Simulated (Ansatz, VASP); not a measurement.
## Two plane-wave programs on TePb

The input INCAR:

```
  PREC = Accurate
  ENCUT = 520
  EDIFF = 1E-7
  ISMEAR = 0
  SIGMA = 0.05
  LREAL = F
  LASPH = T
  NELM = 100
  ALGO = Normal
  ISIF = 2
  LWAVE = F
  LCHARG = F
  GGA = PE
  NBANDS = 17
```

Contents of KPOINTS:

```
Automatic mesh
0
Gamma
  8 8 8
```

Contents of POSCAR:

```
TePb
1.0
    4.0581023385      0.0000000000      0.0000000000
    0.0000000000      4.0581023385      0.0000000000
    0.0000000000      0.0000000000      4.0581023385
Pb Te
1 1
Direct
    0.0000000000      0.0000000000      0.0000000000
    0.5000000000      0.5000000000      0.5000000000
```

Input for Ansatz:

```yaml
crystal:
  lattice:
    - [4.0581023385, 0.0, 0.0]
    - [0.0, 4.0581023385, 0.0]
    - [0.0, 0.0, 4.0581023385]
  atoms:
    - { symbol: Pb, position: [0.0, 0.0, 0.0] }
    - { symbol: Te, position: [0.5, 0.5, 0.5] }
basis:
  ecutwfc: 420
  ecutrho_ratio: 4
kpoints:
  mp_grid: { grid: [8, 8, 8] }
hamiltonian:
  xc: pbe
scf:
  occupations: { method: gaussian, width: 0.05 }
output:
  forces: true
  stress: true
  eigenvalues: true
  write_density: true
  write_potential: true
  elf: true
  volumetric_format: npy
```

Alike in both runs: task single point; functional PBE; k mesh 8 × 8 × 8; occupations gaussian, width 0.05 eV; no spin polarisation.

|  | VASP | Ansatz |
| --- | --- | --- |
| version | VASP 6.6.1 | Ansatz 0.2.0 |
| potentials or method | VASP PAW PBE potentials, release 64 (Pb_d, Te), cutoff 520 eV | scalar-relativistic, plane waves, PAW |
| valence electrons in the cell | 20 | 30 |

```tsv
	VASP	Ansatz	Ansatz less VASP
gap on the k mesh at the Fermi level (eV)	none	none	-
pressure (GPa)	-1.6	-1.6	+0.04
```

A gap of «none» marks a metal or a gap that the smearing closes. With one functional, cell and mesh, what is left measures potentials, basis and numerics. VASP's potentials hold 20 valence electrons a cell and Ansatz's 30, so a difference there can come from the potentials and not from the codes.

Neither program's run includes spin-orbit coupling.
